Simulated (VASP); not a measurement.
**HfSiF: single point with PBE**

The system is HfSiF.

```xyz
3
Lattice="4.4389 0.0000 0.0000 -2.2195 3.8442 0.0000 0.0000 0.0000 2.7008" Properties=species:S:1:pos:R:3 pbc="T T T"
Hf    0.0000    0.0000    0.0000
Si    2.2195    1.2814    1.3504
F     0.0000    2.5628    1.3504
```

```yaml
Program: VASP 6.6.1
Task: single point
Functional: PBE
Potentials_or_basis: VASP PAW PBE potentials, release 64 (Hf_pv, Si, F)
Cutoff: 520 eV
k_mesh: 12 × 12 × 12
Occupations: gaussian, width 0.1 eV
Spin: no spin polarisation
```

```
Pressure : -0.6 GPa
```

Stress tensor (GPa, compression positive):
```
-0.55  0.00  0.00
 0.00 -0.55  0.00
 0.00  0.00 -0.79
```

Levels at points of the mesh, in eV from the Fermi level:
```csv
k point,band 7,band 8,band 9,band 10,band 11,band 12,band 13,band 14,band 15,band 16
"(0.00, 0.00, 0.00)",-5.95,-3.50,-2.24,-1.42,-1.42,4.35,4.77,4.77,5.35,5.35
"(0.50, 0.00, 0.00)",-5.42,-3.52,-2.84,-0.91,-0.88,1.72,3.80,4.73,5.23,7.09
"(0.00, 0.00, 0.50)",-5.11,-4.38,-3.16,-1.64,-1.64,1.09,1.09,5.43,5.43,6.64
"(0.50, 0.00, 0.50)",-5.59,-3.87,-3.33,-0.79,0.53,1.78,2.57,3.58,3.97,5.72
```

Wall time 57 s on 1 thread of Intel(R) Xeon(R) Platinum 8375C CPU @ 2.90GHz (Ice Lake), on a shared host, peak memory 0.25 GiB.

Caveat: spin-orbit coupling is left out, which moves the levels of the heavy elements; an odd number of electrons without spin polarisation forces a metal; a magnetic or distorted state may lie lower.
